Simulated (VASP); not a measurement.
# Sc2GaP3 (P4/mmm) in VASP: a series of runs

The runs below take Sc2GaP3 through relaxation of cell and atoms, single point, with PBE.

All numbers are computed with VASP 6.6.1; they aren't measurements. Logs are shortened: lines on timing, memory, paths and dates and some standing lists are left out, and cuts for length are marked.

**1. The cell of the first run**

Symmetry: P4/mmm, No. 123, tetragonal system. The conventional cell has a = 3.996 Å, b = 3.996 Å, c = 7.936 Å, α = 90.00°, β = 90.00°, γ = 90.00°. Within 4.1 Å of Sc (site symmetry 4mm) lie 8 P at 2.85 to 3.48 Å and 4 Ga at 3.42 Å and 6 Sc at 3.87 to 4.07 Å. Ga (site symmetry 4/mmm) has 8 Sc at 3.42 Å and 10 P at 3.97 to 4.44 Å and 4 Ga at 4.00 Å within 4.5 Å. P (site symmetry mmm) has 2 P at 2.00 Å within 2.6 Å. P (site symmetry 4/mmm) has 4 P at 2.00 Å within 2.6 Å.

The cell was generated, and may not be a known phase.

**2. Relaxation of cell and atoms, PBE**

INCAR reads:

```
SYSTEM = Sc2GaP3
ALGO = Normal
EDIFF = 1E-7
EDIFFG = -0.04
ENCUT = 600
GGA = PE
IBRION = 2
ISIF = 3
ISMEAR = 0
LASPH = .True.
LCHARG = .False.
LREAL = .False.
LWAVE = .False.
NELM = 80
NSW = 90
PREC = Accurate
SIGMA = 0.1
```

KPOINTS reads:

```
k-points
0
Gamma
  4 4 2
  0 0 0
```

POSCAR reads:

```
Sc2GaP3
1.0
    3.9955002500      0.0000000000      0.0000000000
    0.0000000000      3.9955002500      0.0000000000
    0.0000000000      0.0000000000      7.9363634900
Sc Ga P
2 1 3
Direct
    0.5000000000      0.5000000000      0.2436858700
    0.5000000000      0.5000000000      0.7563141300
    0.0000000000      0.0000000000      0.0000000000
    0.5000000000      0.0000000000      0.5000000000
    0.0000000000      0.5000000000      0.5000000000
    0.0000000000      0.0000000000      0.5000000000
```

Potentials or basis: VASP PAW PBE potentials, release 64 (Sc_sv, Ga_d, P).

Launch:

```bash
cat potpaw_PBE.64/Sc_sv/POTCAR potpaw_PBE.64/Ga_d/POTCAR potpaw_PBE.64/P/POTCAR > POTCAR
mpirun -np 1 vasp_std > vasp.out
```

OUTCAR:

```text
SYSTEM = Sc2GaP3
   EDIFF = 1E-7
   EDIFFG = -0.04
   ENCUT = 600
   GGA = PE
   IBRION = 2
   ISIF = 3
   ISMEAR = 0
   LASPH = .True.
   LREAL = .False.
   NELM = 80
   NSW = 90
   PREC = Accurate

 ion  position               nearest neighbor table
   1  0.500  0.500  0.244-   4 2.85   5 2.85   4 2.85   5 2.85
   2  0.500  0.500  0.756-   4 2.85   5 2.85   4 2.85   5 2.85
   3  0.000  0.000  0.000-
   4  0.500  0.000  0.500-   6 2.00   6 2.00   5 2.83   5 2.83   5 2.83   5 2.83   1 2.85   2 2.85
                             1 2.85   2 2.85
   5  0.000  0.500  0.500-   6 2.00   6 2.00   4 2.83   4 2.83   4 2.83   4 2.83   1 2.85   2 2.85
                             1 2.85   2 2.85
   6  0.000  0.000  0.500-   4 2.00   5 2.00   5 2.00   4 2.00

  LATTYP: Found a simple tetragonal cell.
 ALAT       =     3.9955002500
 C/A-ratio  =     1.9863253644

  Lattice vectors:

 A1 = (   3.9955002500,   0.0000000000,   0.0000000000)
 A2 = (   0.0000000000,   3.9955002500,   0.0000000000)
 A3 = (   0.0000000000,   0.0000000000,   7.9363634900)

Analysis of symmetry for initial positions (statically):
=====================================================================
 Subroutine PRICEL returns:
 Original cell was already a primitive cell.

 Routine SETGRP: Setting up the symmetry group for a
 simple tetragonal supercell.

 Subroutine GETGRP returns: Found 16 space group operations
 (whereof 16 operations were pure point group operations)
 out of a pool of 16 trial point group operations.

The static configuration has the point symmetry D_4h.

Analysis of symmetry for dynamics (positions and initial velocities):
=====================================================================
 Subroutine PRICEL returns:
 Original cell was already a primitive cell.

 Routine SETGRP: Setting up the symmetry group for a
 simple tetragonal supercell.

 Subroutine GETGRP returns: Found 16 space group operations
 (whereof 16 operations were pure point group operations)
 out of a pool of 16 trial point group operations.

The dynamic configuration has the point symmetry D_4h.

 Subroutine INISYM returns: Found 16 space group operations
 (whereof 16 operations are pure point group operations),
 and found     1 'primitive' translations

----------------------------------------------------------------------------------------

                                     Primitive cell

  volume of cell :     126.6963

  direct lattice vectors                    reciprocal lattice vectors
     3.995500250  0.000000000  0.000000000     0.250281551  0.000000000  0.000000000
     0.000000000  3.995500250  0.000000000     0.000000000  0.250281551  0.000000000
     0.000000000  0.000000000  7.936363490     0.000000000  0.000000000  0.126002293

  length of vectors
     3.995500250  3.995500250  7.936363490     0.250281551  0.250281551  0.126002293

  position of ions in fractional coordinates (direct lattice)
     0.500000000  0.500000000  0.243685870
     0.500000000  0.500000000  0.756314130
     0.000000000  0.000000000  0.000000000
     0.500000000  0.000000000  0.500000000
     0.000000000  0.500000000  0.500000000
     0.000000000  0.000000000  0.500000000

  ion indices of the primitive-cell ions
   primitive index   ion index
                 1           1
                 2           2
                 3           3
                 4           4
                 5           5
                 6           6

----------------------------------------------------------------------------------------

 KPOINTS: k-points

Automatic generation of k-mesh.
 Grid dimensions read from file:
 generate k-points for:    4    4    2

 Generating k-lattice:

  Cartesian coordinates                     Fractional coordinates (reciprocal lattice)
     0.062570388  0.000000000  0.000000000     0.250000000  0.000000000  0.000000000
     0.000000000  0.062570388  0.000000000     0.000000000  0.250000000  0.000000000
     0.000000000  0.000000000  0.063001147     0.000000000  0.000000000  0.500000000

  Length of vectors
     0.062570388  0.062570388  0.063001147

  Shift w.r.t. Gamma in fractional coordinates (k-lattice)
     0.000000000  0.000000000  0.000000000

 Subroutine IBZKPT returns following result:
 ===========================================

 Found     12 irreducible k-points:

 Following reciprocal coordinates:
            Coordinates               Weight
  0.000000  0.000000  0.000000      1.000000
  0.250000  0.000000  0.000000      4.000000
  0.500000  0.000000  0.000000      2.000000
  0.250000  0.250000  0.000000      4.000000
  0.500000  0.250000  0.000000      4.000000
  0.500000  0.500000  0.000000      1.000000
  0.000000  0.000000  0.500000      1.000000
  0.250000  0.000000  0.500000      4.000000
  0.500000  0.000000  0.500000      2.000000
  0.250000  0.250000  0.500000      4.000000
  0.500000  0.250000  0.500000      4.000000
  0.500000  0.500000  0.500000      1.000000
   k-points           NKPTS =     12   k-points in BZ     NKDIM =     12   number of bands    NBANDS=     30
   number of dos      NEDOS =    301   number of ions     NIONS =      6
   total plane-waves  NPLWV =  65536
   dimension x,y,z NGX =    32 NGY =   32 NGZ =   64
   dimension x,y,z NGXF=    64 NGYF=   64 NGZF=  128
   ions per type =               2   1   3
   NGX,Y,Z   is equivalent  to a cutoff of  13.31, 13.31, 13.41 a.u.
   NGXF,Y,Z  is equivalent  to a cutoff of  26.63, 26.63, 26.81 a.u.
 SYSTEM =  Sc2GaP3
   PREC   = accura    normal or accurate (medium, high low for compatibility)
   ISTART =      0    job   : 0-new  1-cont  2-samecut
   ICHARG =      2    charge: 1-file 2-atom 10-const
   ISPIN  =      1    spin polarized calculation?
   LNONCOLLINEAR =      F non collinear calculations
   LSORBIT =      F    spin-orbit coupling
   LASPH  =      T    aspherical Exc in radial PAW
   ENCUT  =  600.0 eV  44.10 Ry    6.64 a.u.   7.98  7.98 15.85*2*pi/ulx,y,z
   NELM   =     80;   NELMIN=  2; NELMDL= -5     # of ELM steps
   EDIFF  = 0.1E-06   stopping-criterion for ELM
   LREAL  =      F    real-space projection
   EDIFFG = -.4E-01   stopping-criterion for IOM
   NSW    =     90    number of steps for IOM
   IBRION =      2    ionic relax: 0-MD 1-quasi-New 2-CG
   NFREE  =      1    steps in history (QN), initial steepest desc. (CG)
   ISIF   =      3    stress and relaxation
   ISYM   =      2    0-nonsym 1-usesym 2-fastsym
   POTIM  = 0.5000    time-step for ionic-motion
   TEBEG  =    0.0;   TEEND  =   0.0 temperature during run
   PSTRESS=    0.0 pullay stress
   NELECT =      50.0000    total number of electrons
   NUPDOWN=      -1.0000    fix difference up-down
   EMIN   =  10.00;   EMAX   =-10.00  energy-range for DOS
   EFERMI =   0.00;   METHOD = LEGACY
   ISMEAR =     0;   SIGMA  =   0.10  broadening in eV -4-tet -1-fermi 0-gaus
   EFERMI_NEDOS =   21; number of points for ismear=-14 and -15
   IALGO  =     38    algorithm
   IMIX   =      4    mixing-type and parameters
     AMIX     =   0.40;   BMIX     =  1.00
     AMIX_MAG =   1.60;   BMIX_MAG =  1.00
  volume/ion in A,a.u.               =      21.12       142.50
  Fermi-wavevector in a.u.,A,eV,Ry     =   1.200817  2.269215 19.619081  1.441962
  Thomas-Fermi vector in A             =   2.336643
   LORBIT       =      0    0 simple, 1 ext, 2 COOP (PROOUT), +10 PAW based schemes
   GGA     = PE    functional components
   LHFCALC =     F    Hartree Fock is set to
   AEXX    =    0.0000 exact exchange contribution
   IVDW    =     0    specifies the selected vdW correction
   LEPSILON=     F    determine dielectric tensor
   LRPA    =     F    only Hartree local field effects (RPA)
 conjugate gradient relaxation of ions
 non-spin polarized calculation
 Gauss-broadening in eV      SIGMA  =   0.10
  energy-cutoff  :      600.00
  volume of cell :      126.70
 maximum number of plane-waves:      4320
 NGX is ok and might be reduce to    32
   NGX = 15   NGY = 15   NGZ = 31

--------------------------------------- Ionic step        1  -------------------------------------------

 number of electron      49.9999998 magnetization

 Free energy of the ion-electron system (eV)
  ---------------------------------------------------
  ext. energy  EPLUGINS =         0.00000000
  ---------------------------------------------------
  free energy    TOTEN  =       -29.67171338 eV

  energy without entropy =      -29.65031321  energy(sigma->0) =      -29.66101330

------------------------ aborting loop because EDIFF is reached ----------------------------------------

  FORCE on cell =-STRESS in cart. coord.  units (eV):
  Direction    XX          YY          ZZ          XY          YZ          ZX
  --------------------------------------------------------------------------------------
  -------------------------------------------------------------------------------------
  Total       13.5551475     13.5551475     -9.1541720      0.0000000     -0.0000000      0.0000000
  in kB      171.4158414    171.4158414   -115.7619346      0.0000000     -0.0000000      0.0000000
  external PRESSURE =      75.6899161 kB  Pullay stress =       0.0000000 kB
[... 65 lines left out ...]
  energy  without entropy=      -31.4294496998  energy(sigma->0) =      -31.44266742

--------------------------------------- Ionic step        3  -------------------------------------------

 number of electron      49.9999989 magnetization

 E-fermi :   4.4125     XC(G=0):  -9.3629

 val. band max:        4.3796083124   @ k =   0.5000   0.0000   0.5000
 cond. band min:       4.4427294986   @ k =   0.5000   0.2500   0.0000
 fundamental gap:      0.0631211862
 Fermi energy:         4.4124960753

 k-point     1 :       0.0000    0.0000    0.0000
  band No.  band energies     occupation
      1     -46.3890      2.00000
      2     -46.3847      2.00000
      3     -25.0059      2.00000
      4     -25.0059      2.00000
      5     -24.9993      2.00000
      6     -24.9993      2.00000
[... 622 lines left out ...]
  energy  without entropy=      -32.3330543675  energy(sigma->0) =      -32.34678329

--------------------------------------- Ionic step        9  -------------------------------------------

 number of electron      49.9999979 magnetization

 Free energy of the ion-electron system (eV)
  ---------------------------------------------------
  ext. energy  EPLUGINS =         0.00000000
  ---------------------------------------------------
  free energy    TOTEN  =       -32.36146157 eV

  energy without entropy =      -32.33369466  energy(sigma->0) =      -32.34757811

 E-fermi :   5.3013     XC(G=0):  -9.9012

 val. band max:        5.2989292604   @ k =   0.5000   0.0000   0.5000
 cond. band min:       5.3185550995   @ k =   0.2500   0.0000   0.0000
 fundamental gap:      0.0196258392
 Fermi energy:         5.3012912852

 k-point     1 :       0.0000    0.0000    0.0000
  band No.  band energies     occupation
      1     -44.8464      2.00000
      2     -44.8177      2.00000
      3     -23.5478      2.00000
      4     -23.5139      2.00000
      5     -23.5139      2.00000
      6     -23.4789      2.00000
[... 418 lines left out ...]
  FREE ENERGIE OF THE ION-ELECTRON SYSTEM (eV)
  ---------------------------------------------------
  free  energy   TOTEN  =       -32.3614615699 eV

  energy  without entropy=      -32.3336946556  energy(sigma->0) =      -32.34757811

 reached required accuracy - stopping structural energy minimisation
```

It took 4.8 min on 1 thread of Intel Xeon 8259CL, shared host; peak memory 0.26 GiB.

Results:

```yaml
Free_energy: -32.3615 eV
Relaxed_volume: 21.17 Å³/atom
Relaxed_cell: a = 4.460 Å, b = 4.460 Å, c = 6.385 Å, α = 90.00°, β = 90.00°, γ = 90.00°
Space_group_after_relaxing_to_0.1_Å: P4/mmm (No. 123)
Energy_gained_by_relaxing: 448.3 meV/atom
Ionic_steps: 9
Pressure_after_relaxing: 0.0 GPa
Largest_force_after_relaxing: 0.019 eV/Å
Band_gap_on_the_k_mesh: zero (bands 25 and 26 overlap by 0.70 eV)
```

Forces in eV/Å, atoms in the order of the input:
```
Sc   0.000  0.000  0.019
Sc   0.000  0.000 -0.019
Ga   0.000  0.000  0.000
P    0.000  0.000  0.000
P    0.000  0.000  0.000
P    0.000  0.000  0.000
```

Step by step:
```
step  energy change (eV)  largest force (eV/Å)  pressure (GPa)  volume (Å³)
   1              0.0000                0.4058            7.57       126.70
   2             -1.7842                0.9617           -5.95       144.35
   3             -1.7897                0.9800           -6.16       144.86
   4             -2.6111                0.5732           -2.13       131.21
   5             -2.6860                0.1938           -0.28       126.92
   6             -2.6862                0.1587           -0.10       126.56
   7             -2.6887                0.0580            0.23       126.34
   8             -2.6888                0.0332            0.31       126.29
   9             -2.6897                0.0187            0.02       127.03
```

Final structure:
```cif
data_structure
_symmetry_space_group_name_H-M 'P 1'
_symmetry_Int_Tables_number 1
_cell_length_a 4.4604
_cell_length_b 4.4604
_cell_length_c 6.3848
_cell_angle_alpha 90.000
_cell_angle_beta 90.000
_cell_angle_gamma 90.000
_cell_volume 127.03
loop_
_atom_site_label
_atom_site_type_symbol
_atom_site_fract_x
_atom_site_fract_y
_atom_site_fract_z
_atom_site_occupancy
Sc1 Sc 0.50000 0.50000 0.25865 1
Sc2 Sc 0.50000 0.50000 0.74135 1
Ga1 Ga 0.00000 0.00000 0.00000 1
P1 P 0.50000 0.00000 0.50000 1
P2 P 0.00000 0.50000 0.50000 1
P3 P 0.00000 0.00000 0.50000 1
```

Caveat: the k points lie up to 0.49 Å⁻¹ apart in the final cell, too coarse for converged energies and pressures of a metal; a cell axis changed by over 15 % at a fixed basis, so the end point is rough.

(Part 1 of 2 ends here.)

The gap in the log of VASP goes by the Fermi energy; the results here count the filled bands.